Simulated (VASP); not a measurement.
Sc, 1 atom in the cell. Symmetry: Fm-3m, No. 225, cubic system. Conventional cell: a = 4.646 Å, b = 4.646 Å, c = 4.646 Å, α = 90.00°, β = 90.00°, γ = 90.00°. Sc (site symmetry m-3m) has 12 Sc at 3.29 Å within 4.3 Å. This isn't the form of Sc at room conditions, which is hcp.

| Property | Result |
| --- | --- |
| Program | VASP 6.6.1 |
| Task | single point |
| Functional | BLYP |
| Potentials or basis | VASP PAW PBE potentials, release 64 (Sc_sv) |
| Cutoff | 520 eV |
| k mesh | 19 × 19 × 19 |
| Occupations | fermi-dirac, width 0.1 eV |
| Spin | no spin polarisation |
| Dipole correction | no |
| Further INCAR settings | ALGO = Normal; EDIFF = 1e-06; NBANDS = 12 |

Potentials or basis: VASP PAW PBE potentials, release 64 (Sc_sv).

Run with:

```sh
$ cat potpaw_PBE.64/Sc_sv/POTCAR > POTCAR
$ mpirun -np 1 vasp_std > vasp.out
```

Hardware: 1 thread of AMD EPYC 7R13 Processor (Zen 3), on a shared host.

**Question.** Estimate the wall time of this run.

**Answer.** Wall time 40 s on 1 thread of AMD EPYC 7R13 Processor (Zen 3), with other jobs on the host, peak memory 0.15 GiB. Counts: scf iterations 11, k points 220.
